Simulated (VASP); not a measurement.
# BaTiO3 (Barioperovskite) (Amm2) in VASP: a series of runs

BaTiO3 (Barioperovskite) is run at these levels: PBE; tasks: single point.

Everything below comes from runs of VASP 6.6.1. Logs are shortened: lines on timing, memory, paths and dates and some standing lists are left out, and cuts for length are marked.

## (1) The cell of the first run

It takes space group Amm2 (No. 38, orthorhombic). Conventional cell: a = 3.963 Å, b = 5.715 Å, c = 5.748 Å, α = 90.00°, β = 90.00°, γ = 90.00°. Within 3.7 Å of Ba (site symmetry mm2) lie 12 O at 2.77 to 2.98 Å and 8 Ti at 3.42 to 3.57 Å. Within 2.5 Å of Ti (site symmetry mm2) lie 6 O at 1.85 to 2.21 Å. O (site symmetry mm2) has 2 Ti at 1.99 Å within 2.6 Å. O (site symmetry m) has 2 Ti at 1.85 to 2.21 Å within 2.5 Å.

## (2) Single point, PBE

Input file INCAR:

```
SYSTEM = BaTiO3
PREC = Accurate
ENCUT = 520
EDIFF = 1E-6
ISMEAR = 0
SIGMA = 0.01
LREAL = .False.
LASPH = .True.
NELM = 60
ALGO = Normal
ISIF = 2
LWAVE = .False.
LCHARG = .True.
GGA = PE
LELF = .True.
LVHAR = .True.
NBANDS = 28
```

Input file KPOINTS:

```
regular mesh
0
Gamma
  6 6 6
  0 0 0
```

Input file POSCAR:

```
BaTiO3
1.0
    3.9634143980      0.0000000000      0.0000000000
    0.0000000000      2.8577462615      2.8742108424
    0.0000000000     -2.8577462615      2.8742108424
Ba Ti O
1 1 3
Direct
    0.0000000000      0.0084123005      0.0084123005
    0.5000000000      0.5239607265      0.5239607265
    0.0000000000      0.4903884208      0.4903884208
    0.5000000000      0.4939726399      0.9801459124
    0.5000000000      0.9801459124      0.4939726399
```

Potentials or basis: VASP PAW PBE potentials, release 64 (Ba_sv, Ti_sv, O).

Run with:

```console
cat potpaw_PBE.64/Ba_sv/POTCAR potpaw_PBE.64/Ti_sv/POTCAR potpaw_PBE.64/O/POTCAR > POTCAR
mpirun -np 1 vasp_std > vasp.out
```

OUTCAR:

```text
SYSTEM = BaTiO3
   PREC = Accurate
   ENCUT = 520
   EDIFF = 1E-6
   ISMEAR = 0
   LREAL = .False.
   LASPH = .True.
   NELM = 60
   ISIF = 2
   GGA = PE

 ion  position               nearest neighbor table
   1  0.000  0.008  0.008-   3 2.77   4 2.79   5 2.79   4 2.79   5 2.79   3 2.86   3 2.86   5 2.88
                             4 2.88   5 2.88   4 2.88   3 2.98   2 3.42   2 3.42   2 3.48   2 3.48
   2  0.500  0.524  0.524-   4 1.85   5 1.85   3 1.99   3 1.99   5 2.21   4 2.21   1 3.42   1 3.42
                             1 3.48   1 3.48   1 3.48   1 3.48   1 3.57   1 3.57
   3  0.000  0.490  0.490-   2 1.99   2 1.99   1 2.77   1 2.86   1 2.86   1 2.98
   4  0.500  0.494  0.980-   2 1.85   2 2.21   1 2.79   1 2.79   1 2.88   1 2.88
   5  0.500  0.980  0.494-   2 1.85   2 2.21   1 2.79   1 2.79   1 2.88   1 2.88

  LATTYP: Found a base centered orthorhombic cell.
 ALAT       =     5.7154925230
 B/A-ratio  =     1.0057613866
 C/A-ratio  =     0.6934510687

  Lattice vectors:

 A1 = (   0.0000000000,   2.8577462615,  -2.8742108424)
 A2 = (   0.0000000000,   2.8577462615,   2.8742108424)
 A3 = (   3.9634143980,   0.0000000000,   0.0000000000)

Analysis of symmetry for initial positions (statically):
=====================================================================
 Subroutine PRICEL returns:
 Original cell was already a primitive cell.

 Routine SETGRP: Setting up the symmetry group for a
 base centered orthorhombic supercell.

 Subroutine GETGRP returns: Found  4 space group operations
 (whereof  4 operations were pure point group operations)
 out of a pool of  8 trial point group operations.

The static configuration has the point symmetry C_2v.

Analysis of symmetry for dynamics (positions and initial velocities):
=====================================================================
 Subroutine PRICEL returns:
 Original cell was already a primitive cell.

 Routine SETGRP: Setting up the symmetry group for a
 base centered orthorhombic supercell.

 Subroutine GETGRP returns: Found  4 space group operations
 (whereof  4 operations were pure point group operations)
 out of a pool of  8 trial point group operations.

The dynamic configuration has the point symmetry C_2v.

 Subroutine INISYM returns: Found  4 space group operations
 (whereof  4 operations are pure point group operations),
 and found     1 'primitive' translations

----------------------------------------------------------------------------------------

                                     Primitive cell

  volume of cell :      65.1091

  direct lattice vectors                    reciprocal lattice vectors
     3.963414398  0.000000000  0.000000000     0.252307707  0.000000000  0.000000000
     0.000000000  2.857746261  2.874210842     0.000000000  0.174963049  0.173960794
     0.000000000 -2.857746261  2.874210842     0.000000000 -0.174963049  0.173960794

  length of vectors
     3.963414398  4.053122458  4.053122458     0.252307707  0.246727433  0.246727433

  position of ions in fractional coordinates (direct lattice)
     0.000000000  0.008412300  0.008412300
     0.500000000  0.523960727  0.523960727
     0.000000000  0.490388421  0.490388421
     0.500000000  0.493972640  0.980145912
     0.500000000  0.980145912  0.493972640

  ion indices of the primitive-cell ions
   primitive index   ion index
                 1           1
                 2           2
                 3           3
                 4           4
                 5           5

----------------------------------------------------------------------------------------

 KPOINTS: regular mesh

Automatic generation of k-mesh.
 Grid dimensions read from file:
 generate k-points for:    6    6    6

 Generating k-lattice:

  Cartesian coordinates                     Fractional coordinates (reciprocal lattice)
     0.042051285  0.000000000  0.000000000     0.166666667  0.000000000  0.000000000
     0.000000000  0.029160508  0.028993466     0.000000000  0.166666667  0.000000000
     0.000000000 -0.029160508  0.028993466     0.000000000  0.000000000  0.166666667

  Length of vectors
     0.042051285  0.041121239  0.041121239

  Shift w.r.t. Gamma in fractional coordinates (k-lattice)
     0.000000000  0.000000000  0.000000000

 Subroutine IBZKPT returns following result:
 ===========================================

 Found     52 irreducible k-points:

 Following reciprocal coordinates:
            Coordinates               Weight
  0.000000  0.000000  0.000000      1.000000
  0.166667  0.000000  0.000000      2.000000
  0.333333  0.000000  0.000000      2.000000
  0.500000  0.000000  0.000000      1.000000
  0.000000  0.166667  0.000000      4.000000
  0.166667  0.166667  0.000000      8.000000
[... 16 lines left out ...]
  0.333333  0.333333  0.166667      8.000000
  0.500000  0.333333  0.166667      4.000000
 [... further k-points ...]
   k-points           NKPTS =     52   k-points in BZ     NKDIM =     52   number of bands    NBANDS=     28
   number of dos      NEDOS =    301   number of ions     NIONS =      5
   total plane-waves  NPLWV =  27000
   dimension x,y,z NGX =    30 NGY =   30 NGZ =   30
   dimension x,y,z NGXF=    60 NGYF=   60 NGZF=   60
   ions per type =               1   1   3
   NGX,Y,Z   is equivalent  to a cutoff of  12.58, 12.31, 12.31 a.u.
   NGXF,Y,Z  is equivalent  to a cutoff of  25.17, 24.61, 24.61 a.u.
 SYSTEM =  BaTiO3
   PREC   = accura    normal or accurate (medium, high low for compatibility)
   ISTART =      0    job   : 0-new  1-cont  2-samecut
   ICHARG =      2    charge: 1-file 2-atom 10-const
   ISPIN  =      1    spin polarized calculation?
   LNONCOLLINEAR =      F non collinear calculations
   LSORBIT =      F    spin-orbit coupling
   LASPH  =      T    aspherical Exc in radial PAW
   ENCUT  =  520.0 eV  38.22 Ry    6.18 a.u.   7.37  7.54  7.54*2*pi/ulx,y,z
   NELM   =     60;   NELMIN=  2; NELMDL= -5     # of ELM steps
   EDIFF  = 0.1E-05   stopping-criterion for ELM
   LREAL  =      F    real-space projection
   EDIFFG = 0.1E-04   stopping-criterion for IOM
   NSW    =      0    number of steps for IOM
   IBRION =     -1    ionic relax: 0-MD 1-quasi-New 2-CG
   NFREE  =      0    steps in history (QN), initial steepest desc. (CG)
   ISIF   =      2    stress and relaxation
   ISYM   =      2    0-nonsym 1-usesym 2-fastsym
   POTIM  = 0.5000    time-step for ionic-motion
   TEBEG  =    0.0;   TEEND  =   0.0 temperature during run
   PSTRESS=    0.0 pullay stress
   NELECT =      40.0000    total number of electrons
   NUPDOWN=      -1.0000    fix difference up-down
   EMIN   =  10.00;   EMAX   =-10.00  energy-range for DOS
   EFERMI =   0.00;   METHOD = LEGACY
   ISMEAR =     0;   SIGMA  =   0.01  broadening in eV -4-tet -1-fermi 0-gaus
   EFERMI_NEDOS =   21; number of points for ismear=-14 and -15
   IALGO  =     38    algorithm
   IMIX   =      4    mixing-type and parameters
     AMIX     =   0.40;   BMIX     =  1.00
     AMIX_MAG =   1.60;   BMIX_MAG =  1.00
  volume/ion in A,a.u.               =      13.02        87.88
  Fermi-wavevector in a.u.,A,eV,Ry     =   1.391706  2.629943 26.352393  1.936846
  Thomas-Fermi vector in A             =   2.515519
   LORBIT       =      0    0 simple, 1 ext, 2 COOP (PROOUT), +10 PAW based schemes
   GGA     = PE    functional components
   LHFCALC =     F    Hartree Fock is set to
   AEXX    =    0.0000 exact exchange contribution
   IVDW    =     0    specifies the selected vdW correction
   LEPSILON=     F    determine dielectric tensor
   LRPA    =     F    only Hartree local field effects (RPA)
 non-spin polarized calculation
 Gauss-broadening in eV      SIGMA  =   0.01
  energy-cutoff  :      520.00
  volume of cell :       65.11
 maximum number of plane-waves:      1781
 NGX is ok and might be reduce to    30
   NGX = 15   NGY = 15   NGZ = 15

 number of electron      39.9999992 magnetization

 Free energy of the ion-electron system (eV)
  ---------------------------------------------------
  ext. energy  EPLUGINS =         0.00000000
  ---------------------------------------------------
  free energy    TOTEN  =       -40.02012191 eV

  energy without entropy =      -40.02012191  energy(sigma->0) =      -40.02012191

 E-fermi :   3.7753     XC(G=0): -11.1577

 val. band max:        3.7144007177   @ k =   0.5000   0.5000   0.5000
 cond. band min:       5.9595770368   @ k =   0.0000   0.0000   0.0000
 fundamental gap:      2.2451763192
 Fermi energy:         3.7752531099

 k-point     1 :       0.0000    0.0000    0.0000
  band No.  band energies     occupation
      1     -52.6513      2.00000
      2     -28.9275      2.00000
      3     -28.9265      2.00000
      4     -28.8601      2.00000
      5     -21.1851      2.00000
      6     -13.1363      2.00000
[... 20 lines left out ...]
     27       8.8574      0.00000
     28      10.8600      0.00000

 k-point     2 :       0.1667    0.0000    0.0000
  band No.  band energies     occupation
      1     -52.6510      2.00000
      2     -28.9269      2.00000
      3     -28.9259      2.00000
      4     -28.8748      2.00000
      5     -21.1553      2.00000
      6     -13.1541      2.00000
[... 20 lines left out ...]
     27       9.3608      0.00000
     28      11.5239      0.00000

 k-point     3 :       0.3333    0.0000    0.0000
  band No.  band energies     occupation
      1     -52.6504      2.00000
      2     -28.9258      2.00000
      3     -28.9247      2.00000
      4     -28.9041      2.00000
      5     -21.0943      2.00000
      6     -13.2704      2.00000
[... 20 lines left out ...]
     27      10.4633      0.00000
     28      11.9038      0.00000

 k-point     4 :       0.5000    0.0000    0.0000
  band No.  band energies     occupation
      1     -52.6501      2.00000
      2     -28.9252      2.00000
      3     -28.9241      2.00000
      4     -28.9186      2.00000
      5     -21.0632      2.00000
      6     -13.3505      2.00000
[... 20 lines left out ...]
     27      11.2732      0.00000
     28      11.8329      0.00000

 k-point     5 :       0.0000    0.1667    0.0000
  band No.  band energies     occupation
      1     -52.6511      2.00000
      2     -28.9385      2.00000
      3     -28.9265      2.00000
      4     -28.8596      2.00000
      5     -21.1596      2.00000
      6     -13.1534      2.00000
[... 20 lines left out ...]
     27       9.3480      0.00000
     28      11.4980      0.00000

 k-point     6 :       0.1667    0.1667    0.0000
  band No.  band energies     occupation
      1     -52.6508      2.00000
      2     -28.9378      2.00000
      3     -28.9259      2.00000
      4     -28.8743      2.00000
      5     -21.1321      2.00000
      6     -13.1329      2.00000
[... 463 lines left out ...]
      5     -21.0893      2.00000
      6     -13.1647      2.00000
[... 20 lines left out ...]
     27      10.9885      0.00000
     28      12.3146      0.00000

 k-point    22 :       0.1667    0.3333    0.1667
  band No.  band energies     occupation
      1     -52.6502      2.00000
      2     -28.9598      2.00000
      3     -28.9362      2.00000
      4     -28.8728      2.00000
      5     -21.0675      2.00000
      6     -13.0667      2.00000
[... 20 lines left out ...]
     27      11.1420      0.00000
     28      12.0742      0.00000

 k-point    23 :       0.3333    0.3333    0.1667
  band No.  band energies     occupation
      1     -52.6496      2.00000
      2     -28.9582      2.00000
      3     -28.9350      2.00000
      4     -28.9015      2.00000
      5     -21.0232      2.00000
      6     -12.9055      2.00000
[... 20 lines left out ...]
     27      11.8372      0.00000
     28      11.9859      0.00000

 k-point    24 :       0.5000    0.3333    0.1667
  band No.  band energies     occupation
      1     -52.6493      2.00000
      2     -28.9573      2.00000
      3     -28.9344      2.00000
      4     -28.9157      2.00000
      5     -21.0007      2.00000
      6     -12.8595      2.00000
[... 20 lines left out ...]
     27      11.8358      0.00000
     28      12.2138      0.00000

 [... further k-points ...]
[... 5 lines left out ...]
  --------------------------------------------------------------------------------------
  -------------------------------------------------------------------------------------
  Total        1.9554047      2.0425295      1.9680971      0.0000000      0.0000000      0.0000000
  in kB       48.1177679     50.2616981     48.4300971      0.0000000      0.0000000      0.0000000
  external PRESSURE =      48.9365210 kB  Pullay stress =       0.0000000 kB

 VOLUME and BASIS-vectors are now :
 -----------------------------------------------------------------------------
  energy-cutoff  :      520.00
  volume of cell :       65.11
      direct lattice vectors                 reciprocal lattice vectors
     3.963414398  0.000000000  0.000000000     0.252307707  0.000000000  0.000000000
     0.000000000  2.857746261  2.874210842     0.000000000  0.174963049  0.173960794
     0.000000000 -2.857746261  2.874210842     0.000000000 -0.174963049  0.173960794

 POSITION                                       TOTAL-FORCE (eV/Angst)
 -----------------------------------------------------------------------------------
      0.00000      0.00000      0.04836         0.000000      0.000000     -0.020568
      1.98171      0.00000      3.01195         0.000000      0.000000     -0.134355
      0.00000      0.00000      2.81896         0.000000      0.000000     -0.034063
      1.98171     -1.38936      4.23693         0.000000     -0.123090      0.094493
      1.98171      1.38936      4.23693         0.000000      0.123090      0.094493
 -----------------------------------------------------------------------------------
    total drift:                                0.000000      0.000001     -0.000585

  FREE ENERGIE OF THE ION-ELECTRON SYSTEM (eV)
  ---------------------------------------------------
  free  energy   TOTEN  =       -40.0201219120 eV

  energy  without entropy=      -40.0201219120  energy(sigma->0) =      -40.02012191
```

Run time: 3.2 min. Hardware: 1 thread of AMD EPYC 7R13, shared host; peak memory 0.21 GiB.

What came out:

```yaml
Free_energy: -40.0201 eV
Pressure: 4.9 GPa
Largest_force: 0.155 eV/Å
Band_gap_on_the_k_mesh: 2.25 eV, indirect (least direct gap 2.70 eV)
```

Forces on the atoms (eV/Å):
```
Ba   0.000  0.000 -0.021
Ti   0.000  0.000 -0.134
O    0.000  0.000 -0.034
O    0.000 -0.123  0.094
O    0.000  0.123  0.094
```

Caveat: spin-orbit coupling is left out, which moves the levels of the heavy elements.

## (3) Single point, PBE

Input file INCAR:

```
  ALGO = Normal
  EDIFF = 1E-7
  ENCUT = 520
  GGA = PE
  ISIF = 2
  ISMEAR = 0
  LASPH = True
  LCHARG = True
  LELF = True
  LREAL = False
  LVHAR = True
  LWAVE = False
  NBANDS = 28
  NELM = 80
  PREC = Accurate
  SIGMA = 0.01
```

Input file KPOINTS:

```
k-points
0
Gamma
  6 6 6
```

POSCAR is that of step 2.

Potentials or basis: VASP PAW PBE potentials, release 64 (Ba_sv, Ti_sv, O).

Run with:

```console
cat potpaw_PBE.64/Ba_sv/POTCAR potpaw_PBE.64/Ti_sv/POTCAR potpaw_PBE.64/O/POTCAR > POTCAR
mpirun -np 1 vasp_std > vasp.out
```

Wall time 2.6 min (1 thread of AMD EPYC 7R13, shared host); peak memory 0.21 GiB.

The run converged. Its results:

| Item | Value |
| --- | --- |
| Free energy | -40.0201 eV |
| Pressure | 4.9 GPa |
| Largest force | 0.155 eV/Å |
| Band gap on the k mesh | 2.25 eV, indirect (least direct gap 2.70 eV) |

Forces in eV/Å, atoms in the order of the input:
```
Ba   0.000  0.000 -0.021
Ti   0.000  0.000 -0.134
O    0.000  0.000 -0.034
O    0.000 -0.123  0.094
O    0.000  0.123  0.094
```

Stress tensor (GPa, compression positive):
```
4.81 0.00 0.00
0.00 5.03 0.00
0.00 0.00 4.84
```

Levels at points of the mesh, in eV from the valence-band top:
```tsv
k point	band 16	band 17	band 18	band 19	band 20	band 21	band 22	band 23	band 24	band 25
(0.00, 0.00, 0.00)	-1.36	-1.13	-0.58	-0.54	-0.46	2.25	2.48	2.55	4.38	4.44
(0.50, 0.00, 0.00)	-2.19	-1.68	-1.54	-1.23	-1.09	2.65	3.67	3.87	4.36	5.86
(0.00, 0.50, 0.00)	-1.89	-1.85	-1.69	-0.98	-0.80	2.47	3.73	3.75	4.37	6.07
(0.50, 0.50, 0.00)	-2.65	-1.70	-0.96	-0.93	-0.08	3.78	3.80	4.13	4.81	7.67
(0.00, 0.50, 0.50)	-2.69	-1.62	-0.94	-0.86	-0.29	3.73	3.78	4.04	5.13	7.56
(0.50, 0.50, 0.50)	-2.43	-2.40	-0.21	-0.02	0.00	4.25	4.29	4.42	6.40	6.57
```

Caveat: spin-orbit coupling is left out, which moves the levels of the heavy elements. A hybrid or GW would open this gap; PBE tends to underestimate it.
